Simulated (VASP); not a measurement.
Here is a VASP 6.6.1 calculation.

Contents of INCAR:

```
ALGO     = Normal         # electronic algorithm
EDIFF    = 1E-6           # SCF threshold, eV
ENCUT    = 520            # plane-wave cutoff, eV
GGA      = RE             # functional
ISIF     = 2              # what is computed and relaxed
ISMEAR   = -1             # smearing method
LASPH    = True           # aspherical terms in the spheres
LCHARG   = False          # write CHGCAR
LREAL    = False          # projectors in reciprocal space
LWAVE    = False          # write WAVECAR
NBANDS   = 12             # bands
NELM     = 80             # most SCF steps
PREC     = Accurate       # precision mode
SIGMA    = 0.1            # smearing width, eV
```

The input KPOINTS:

```
k-points
0
Gamma
  12 12 7
```

Contents of POSCAR:

```
Sb
1.0
    3.3401774446      0.0000000000      0.0000000000
   -1.6700887223      2.8926785201      0.0000000000
    0.0000000000      0.0000000000      5.5333610927
Sb
2
Direct
    0.3333333333      0.6666666667      0.2500000000
    0.6666666667      0.3333333333      0.7500000000
```

Potentials or basis: VASP PAW PBE potentials, release 64 (Sb).

The run is started by

```console
$ cat potpaw_PBE.64/Sb/POTCAR > POTCAR
$ mpirun -np 1 vasp_std > vasp.out
```

(1) What does it give for the band gap on the k mesh?

(2) What does it give for the pressure?

## Answers

(1) zero (band 5 reaches 13.09 eV, above the bottom of band 6 at 5.76 eV).

(2) 2.5 GPa.

Caveat: the PAW data sets were made with another functional, which shifts forces and pressure a little; spin-orbit coupling is left out, which moves the levels of the heavy elements.
